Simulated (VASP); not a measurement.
# Y (P6_3/mmc) in VASP: notebook

Runs on Y. Level: LDA. Tasks: single point, relaxation of cell and atoms.

Everything below comes from runs of VASP 6.6.1. Logs are shortened: lines on timing, memory, paths and dates and some standing lists are left out, and cuts for length are marked.

## (1) The cell of the first run

It takes space group P6_3/mmc (No. 194, hexagonal). Conventional cell: a = 3.541 Å, b = 3.541 Å, c = 5.514 Å, α = 90.00°, β = 90.00°, γ = 120.00°. Y (site symmetry -6m2) has 12 Y at 3.43 to 3.54 Å within 4.5 Å.

## (2) Single point, LDA

Input file INCAR:

```
SYSTEM = Y
PREC = Accurate
ENCUT = 500
EDIFF = 1E-6
ISMEAR = -1
SIGMA = 0.05
LREAL = .False.
LASPH = .True.
NELM = 120
ALGO = Normal
ISIF = 2
LWAVE = .False.
LCHARG = .False.
NBANDS = 18
GGA_COMPAT = .False.
```

Input file KPOINTS:

```
regular mesh
0
Gamma
  16 16 9
  0 0 0
```

Input file POSCAR:

```
Y
1.0
    3.5414388809      0.0000000000      0.0000000000
   -1.7707194404      3.0669760368      0.0000000000
    0.0000000000      0.0000000000      5.5143512357
Y
2
Direct
    0.3333333333      0.6666666667      0.2500000000
    0.6666666667      0.3333333333      0.7500000000
```

Potentials or basis: VASP PAW LDA potentials, release 64 (Y_sv).

Run with:

```sh
$ cat potpaw_LDA.64/Y_sv/POTCAR > POTCAR
$ mpirun -np 1 vasp_std > vasp.out
```

OUTCAR:

```text
SYSTEM = Y
   PREC = Accurate
   ENCUT = 500
   EDIFF = 1E-6
   ISMEAR = -1
   LREAL = .False.
   LASPH = .True.
   NELM = 120
   ISIF = 2

 ion  position               nearest neighbor table
   1  0.333  0.667  0.250-   2 3.43   2 3.43   2 3.43   2 3.43   2 3.43   2 3.43
   2  0.667  0.333  0.750-   1 3.43   1 3.43   1 3.43   1 3.43   1 3.43   1 3.43

  LATTYP: Found a hexagonal cell.
 ALAT       =     3.5414388809
 C/A-ratio  =     1.5570934361

  Lattice vectors:

 A1 = (   3.5414388809,   0.0000000000,   0.0000000000)
 A2 = (  -1.7707194404,   3.0669760368,   0.0000000000)
 A3 = (   0.0000000000,   0.0000000000,   5.5143512357)

Analysis of symmetry for initial positions (statically):
=====================================================================
 Subroutine PRICEL returns:
 Original cell was already a primitive cell.

 Routine SETGRP: Setting up the symmetry group for a
 hexagonal supercell.

 Subroutine GETGRP returns: Found 24 space group operations
 (whereof 12 operations were pure point group operations)
 out of a pool of 24 trial point group operations.

The static configuration has the point symmetry D_3d.
 The point group associated with its full space group is D_6h.

Analysis of symmetry for dynamics (positions and initial velocities):
=====================================================================
 Subroutine PRICEL returns:
 Original cell was already a primitive cell.

 Routine SETGRP: Setting up the symmetry group for a
 hexagonal supercell.

 Subroutine GETGRP returns: Found 24 space group operations
 (whereof 12 operations were pure point group operations)
 out of a pool of 24 trial point group operations.

The dynamic configuration has the point symmetry D_3d.
 The point group associated with its full space group is D_6h.

 Subroutine INISYM returns: Found 24 space group operations
 (whereof 12 operations are pure point group operations),
 and found     1 'primitive' translations

----------------------------------------------------------------------------------------

                                     Primitive cell

  volume of cell :      59.8942

  direct lattice vectors                    reciprocal lattice vectors
     3.541438881  0.000000000  0.000000000     0.282371102  0.163027032  0.000000000
    -1.770719440  3.066976037  0.000000000     0.000000000  0.326054064  0.000000000
     0.000000000  0.000000000  5.514351236     0.000000000  0.000000000  0.181344995

  length of vectors
[... 81 lines left out ...]
   NELM   =    120;   NELMIN=  2; NELMDL= -5     # of ELM steps
   EDIFF  = 0.1E-05   stopping-criterion for ELM
   LREAL  =      F    real-space projection
   EDIFFG = 0.1E-04   stopping-criterion for IOM
   NSW    =      0    number of steps for IOM
   IBRION =     -1    ionic relax: 0-MD 1-quasi-New 2-CG
   NFREE  =      0    steps in history (QN), initial steepest desc. (CG)
   ISIF   =      2    stress and relaxation
   ISYM   =      2    0-nonsym 1-usesym 2-fastsym
   POTIM  = 0.5000    time-step for ionic-motion
   TEBEG  =    0.0;   TEEND  =   0.0 temperature during run
   PSTRESS=    0.0 pullay stress
   NELECT =      22.0000    total number of electrons
   NUPDOWN=      -1.0000    fix difference up-down
   EMIN   =  10.00;   EMAX   =-10.00  energy-range for DOS
   EFERMI =   0.00;   METHOD = LEGACY
   ISMEAR =    -1;   SIGMA  =   0.05  broadening in eV -4-tet -1-fermi 0-gaus
   EFERMI_NEDOS =   21; number of points for ismear=-14 and -15
   IALGO  =     38    algorithm
   IMIX   =      4    mixing-type and parameters
     AMIX     =   0.40;   BMIX     =  1.00
     AMIX_MAG =   1.60;   BMIX_MAG =  1.00
  volume/ion in A,a.u.               =      29.95       202.09
  Fermi-wavevector in a.u.,A,eV,Ry     =   1.172432  2.215575 18.702514  1.374596
  Thomas-Fermi vector in A             =   2.308860
   LORBIT       =      0    0 simple, 1 ext, 2 COOP (PROOUT), +10 PAW based schemes
   GGA     = CA    functional components
   LHFCALC =     F    Hartree Fock is set to
   AEXX    =    0.0000 exact exchange contribution
   IVDW    =     0    specifies the selected vdW correction
   LEPSILON=     F    determine dielectric tensor
   LRPA    =     F    only Hartree local field effects (RPA)
 non-spin polarized calculation
  energy-cutoff  :      500.00
  volume of cell :       59.89
 maximum number of plane-waves:      1544
 NGX is ok and might be reduce to    28
   NGX = 13   NGY = 13   NGZ = 21

 number of electron      22.0000000 magnetization

 Free energy of the ion-electron system (eV)
  ---------------------------------------------------
  ext. energy  EPLUGINS =         0.00000000
  ---------------------------------------------------
  free energy    TOTEN  =       -13.90698340 eV

  energy without entropy =      -13.87507145  energy(sigma->0) =      -13.89102743

 E-fermi :   3.2988     XC(G=0): -10.0072

 val. band max:        3.2958122723   @ k =   0.3125   0.1250   0.4444
 cond. band min:       3.3015558684   @ k =   0.5000   0.0000   0.3333
 fundamental gap:      0.0057435961
 Fermi energy:         3.2988488969

 k-point     1 :       0.0000    0.0000    0.0000
  band No.  band energies     occupation
      1     -38.9509      2.00000
      2     -38.8357      2.00000
      3     -19.4894      2.00000
      4     -18.8327      2.00000
      5     -18.8327      2.00000
      6     -18.7072      2.00000
[... 481 lines left out ...]
      5     -19.1530      2.00000
      6     -18.9797      2.00000
[... 10 lines left out ...]
     17       7.9224      0.00000
     18       8.7544      0.00000

 [... further k-points ...]

------------------------ aborting loop because EDIFF is reached ----------------------------------------

  FORCE on cell =-STRESS in cart. coord.  units (eV):
  Direction    XX          YY          ZZ          XY          YZ          ZX
  --------------------------------------------------------------------------------------
  -------------------------------------------------------------------------------------
  Total       -0.0595807     -0.0595807     -0.0433674     -0.0000000      0.0000000      0.0000000
  in kB       -1.5937916     -1.5937916     -1.1600849     -0.0000000      0.0000000      0.0000000
  external PRESSURE =      -1.4492227 kB  Pullay stress =       0.0000000 kB

 VOLUME and BASIS-vectors are now :
 -----------------------------------------------------------------------------
  energy-cutoff  :      500.00
  volume of cell :       59.89
      direct lattice vectors                 reciprocal lattice vectors
     3.541438881  0.000000000  0.000000000     0.282371102  0.163027032  0.000000000
    -1.770719440  3.066976037  0.000000000     0.000000000  0.326054064  0.000000000
     0.000000000  0.000000000  5.514351236     0.000000000  0.000000000  0.181344995

 POSITION                                       TOTAL-FORCE (eV/Angst)
 -----------------------------------------------------------------------------------
     -0.00000      2.04465      1.37859         0.000000     -0.000000      0.000000
      1.77072      1.02233      4.13576        -0.000000      0.000000      0.000000
 -----------------------------------------------------------------------------------
    total drift:                               -0.000000      0.000000     -0.000000

  FREE ENERGIE OF THE ION-ELECTRON SYSTEM (eV)
  ---------------------------------------------------
  free  energy   TOTEN  =       -13.9069834015 eV

  energy  without entropy=      -13.8750714514  energy(sigma->0) =      -13.89102743
```

OSZICAR:

```text
N       E                     dE             d eps       ncg     rms          rms(c)
DAV:   1     0.892117811969E+02    0.89212E+02   -0.11089E+04  5408   0.114E+03
DAV:   2    -0.686509347349E+01   -0.96077E+02   -0.94503E+02  6688   0.259E+02
DAV:   3    -0.140574388005E+02   -0.71923E+01   -0.71090E+01  9120   0.433E+01
DAV:   4    -0.142744577414E+02   -0.21702E+00   -0.21667E+00  6750   0.731E+00
DAV:   5    -0.142792325644E+02   -0.47748E-02   -0.47736E-02  7518   0.886E-01    0.351E+01
DAV:   6    -0.139668917020E+02    0.31234E+00   -0.38641E-01  5914   0.376E+00    0.216E+01
DAV:   7    -0.139193959220E+02    0.47496E-01   -0.75160E-01  7710   0.462E+00    0.170E+00
DAV:   8    -0.139068961041E+02    0.12500E-01   -0.11509E-01  6630   0.201E+00    0.424E-01
DAV:   9    -0.139070042564E+02   -0.10815E-03   -0.45394E-03  7024   0.442E-01    0.167E-01
DAV:  10    -0.139069819766E+02    0.22280E-04   -0.42926E-04  7626   0.153E-01    0.485E-02
DAV:  11    -0.139069837588E+02   -0.17823E-05   -0.19100E-05  7420   0.278E-02    0.366E-02
DAV:  12    -0.139069834015E+02    0.35728E-06   -0.46627E-06  6108   0.176E-02
   1 F= -.13906983E+02 E0= -.13891027E+02  d E =-.319120E-01
```

stdout:

```text
POSCAR found type information on POSCAR Y
 POSCAR found :  1 types and       2 ions
 scaLAPACK will be used
 LDA part: xc-table for (Slater(with rela. corr.)+CA(PZ))
 , standard interpolation
 POSCAR, INCAR and KPOINTS ok, starting setup
 FFT: planning ... GRIDC
 FFT: planning ... GRID_SOFT
 FFT: planning ... GRID
 WAVECAR not read
 entering main loop
```

Wall time 1.8 min (1 thread of Intel Xeon 6975P-C (Granite Rapids), shared host); peak memory 0.27 GiB.

What came out:

```yaml
Free_energy: -13.9070 eV
Pressure: -0.1 GPa
Band_gap_on_the_k_mesh: zero (bands 11 and 12 overlap by 1.76 eV)
```

[end of part 1 of 2]
